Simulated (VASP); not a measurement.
TiPt3, 4 atoms in the cell. The structure is cubic, space group Pm-3m (No. 221). Conventional cell: a = 3.948 Å, b = 3.948 Å, c = 3.948 Å, α = 90.00°, β = 90.00°, γ = 90.00°. Ti (site symmetry m-3m) has 12 Pt at 2.79 Å within 3.7 Å. Pt (site symmetry 4/mmm) has 4 Ti at 2.79 Å and 8 Pt at 2.79 Å within 3.7 Å.  This cell differs from its parent crystal: volume scaled by 1.04.

```yaml
Program: VASP 6.6.1
Task: electric field gradients
Functional: PBEsol
Potentials_or_basis: VASP PAW PBE potentials, release 64 (Ti_sv, Pt)
Cutoff: 520 eV
k_mesh: 9 × 9 × 9
Occupations: fermi-dirac, width 0.05 eV
Spin: no spin polarisation
Dipole_correction: no
Further_INCAR_settings: ALGO = Normal; EDIFF = 1e-08; NBANDS = 29
```

Potentials or basis: VASP PAW PBE potentials, release 64 (Ti_sv, Pt).

Run with:

```sh
$ cat potpaw_PBE.64/Ti_sv/POTCAR potpaw_PBE.64/Pt/POTCAR > POTCAR
$ mpirun -np 1 vasp_std > vasp.out
```

Hardware: 1 thread of Intel(R) Xeon(R) Platinum 8559C (Emerald Rapids), on a shared host.

**Question.** How long does it take, and how much memory?

**Answer.** Wall time 41 s on 1 thread of Intel(R) Xeon(R) Platinum 8559C (Emerald Rapids), on a shared host, peak memory 0.2 GiB. Counts: scf iterations 19, k points 35.
